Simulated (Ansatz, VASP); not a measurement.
# In5GaP6 in VASP and in Ansatz

INCAR

```
SYSTEM = In5GaP6
ALGO = Normal ; EDIFF = 1E-7
EDIFFG = -0.04 ; ENCUT = 600
GGA = PE ; IBRION = 2
ISIF = 3 ; ISMEAR = 0
LASPH = .True. ; LCHARG = .False.
LREAL = .False. ; LWAVE = .False.
NELM = 80 ; NSW = 90
PREC = Accurate ; SIGMA = 0.1
```

The input KPOINTS:

```
k-points
0
Gamma
  4 4 1
  0 0 0
```

The input POSCAR:

```
In5GaP6
1.0
    3.9740944100      0.0000000000      0.0000000000
    0.0000000000      3.9740944100      0.0000000000
    0.0000000000      0.0000000000     16.8606546400
In Ga P
5 1 6
Direct
    0.0000000000      0.0000000000      0.8333333300
    0.0000000000      0.0000000000      0.1666666700
    0.5000000000      0.5000000000      0.3333333300
    0.0000000000      0.0000000000      0.5000000000
    0.5000000000      0.5000000000      0.6666666700
    0.5000000000      0.5000000000      0.0000000000
    0.0000000000      0.0000000000      0.0000000000
    0.5000000000      0.5000000000      0.1666666700
    0.0000000000      0.0000000000      0.3333333300
    0.5000000000      0.5000000000      0.5000000000
    0.0000000000      0.0000000000      0.6666666700
    0.5000000000      0.5000000000      0.8333333300
```

Input for Ansatz:

```yaml
crystal:
  lattice:
    - [3.97409441, 0.0, 0.0]
    - [0.0, 3.97409441, 0.0]
    - [0.0, 0.0, 16.86065464]
  atoms:
    - { symbol: In, position: [0.0, 0.0, 0.83333333] }
    - { symbol: In, position: [0.0, 0.0, 0.16666667] }
    - { symbol: In, position: [0.5, 0.5, 0.33333333] }
    - { symbol: In, position: [0.0, 0.0, 0.5] }
    - { symbol: In, position: [0.5, 0.5, 0.66666667] }
    - { symbol: Ga, position: [0.5, 0.5, 0.0] }
    - { symbol: P, position: [0.0, 0.0, 0.0] }
    - { symbol: P, position: [0.5, 0.5, 0.16666667] }
    - { symbol: P, position: [0.0, 0.0, 0.33333333] }
    - { symbol: P, position: [0.5, 0.5, 0.5] }
    - { symbol: P, position: [0.0, 0.0, 0.66666667] }
    - { symbol: P, position: [0.5, 0.5, 0.83333333] }
basis:
  ecutwfc: 420
kpoints:
  mp_grid: { grid: [4, 4, 1] }
hamiltonian:
  xc: pbe
scf:
  occupations: { method: gaussian, width: 0.1 }
  lower_state_search: "off"
output:
  forces: true
  stress: true
  eigenvalues: true
relax:
  adjacent_minimum: "off"
  f_tol: 0.04
  max_steps: 70
  cell: { stress_tol: 0.4 }
```

Alike in both runs: task relaxation of cell and atoms; functional PBE; k mesh 4 × 4 × 1; occupations gaussian, width 0.1 eV; no spin polarisation.

|  | VASP | Ansatz |
| --- | --- | --- |
| version | VASP 6.6.1 | Ansatz 0.2.0 |
| potentials or method | VASP PAW PBE potentials, release 64 (In_d, Ga_d, P), cutoff 600 eV | scalar-relativistic, plane waves, PAW |
| valence electrons in the cell | 108 | 108 |

VASP gave:

- gap on the k mesh at the Fermi level, each at its own relaxed structure (eV): none
- relaxed volume (Å³/atom): 20.66
- relaxed cell length with the largest relative difference (Å): 3.916

Problem. Estimate Ansatz's values.

Solution. gap on the k mesh at the Fermi level, each at its own relaxed structure (eV): none; relaxed volume (Å³/atom): 20.68; relaxed cell length with the largest relative difference (Å): 3.918.

A gap of «none» marks a metal or a gap that the smearing closes.

The k mesh is coarse, so the values compare programs but aren't converged.
